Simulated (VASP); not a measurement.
NbReSi:

```xyz
9
Lattice="6.8529 0.0000 0.0000 -3.4264 5.9348 0.0000 0.0000 0.0000 3.3163" Properties=species:S:1:pos:R:3 pbc="T T T"
Nb    1.3769    2.3849    1.6582
Nb    4.0990    0.0000    1.6582
Nb   -2.0495    3.5499    1.6582
Re    2.5405    4.4003    0.0000
Re    1.7719    0.0000    0.0000
Re   -0.8859    1.5345    0.0000
Si    3.4264    1.9783    0.0000
Si    0.0000    3.9565    0.0000
Si    0.0000    0.0000    1.6582
```

- Program: VASP 6.6.1
- Task: relaxation of cell and atoms
- Functional: PBEsol
- Potentials or basis: VASP PAW PBE potentials, release 64 (Nb_sv, Re, Si)
- Cutoff: 600 eV
- k mesh: 4 × 4 × 8
- Occupations: gaussian, width 0.05 eV
- Spin: no spin polarisation

At the start: pressure -5.3 GPa; volume 14.99 Å³/atom.

Problem. Where does the relaxation end?

Solution. Over 13 steps the energy falls by 5.5 meV/atom and the volume is 14.67 Å³/atom (-2.1 %); space group P-62m (No. 189, to 0.05 Å).

Step by step:
```tsv
step	energy change (eV)	largest force (eV/Å)	pressure (GPa)	volume (Å³)
1	0.0000	0.0169	-5.30	134.87
2	0.2612	0.1968	15.57	125.43
3	-0.0470	0.0542	-0.07	132.15
4	-0.0471	0.0541	0.01	132.09
5	-0.0470	0.0554	0.12	132.04
6	-0.0486	0.0410	0.13	132.01
7	-0.0489	0.0474	0.13	131.98
8	-0.0491	0.0271	-0.32	132.20
9	-0.0491	0.0335	-0.20	132.13
10	-0.0493	0.0109	-0.03	132.04
11	-0.0493	0.0154	-0.02	132.03
12	-0.0493	0.0124	0.01	132.03
13	-0.0493	0.0017	0.00	132.03
```

Final structure:
```
CELL_PARAMETERS angstrom
6.82251 0.00000 0.00000
-3.41125 5.90846 0.00000
0.00000 0.00000 3.27535
ATOMIC_POSITIONS crystal
Nb 0.40153 0.40153 0.50000
Nb 0.59847 0.00000 0.50000
Nb 0.00000 0.59847 0.50000
Re 0.74046 0.74046 0.00000
Re 0.25954 0.00000 0.00000
Re 0.00000 0.25954 0.00000
Si 0.66667 0.33333 0.00000
Si 0.33333 0.66667 0.00000
Si 0.00000 0.00000 0.50000
```

Caveat: the PAW data sets were made with another functional, which shifts forces and pressure a little.
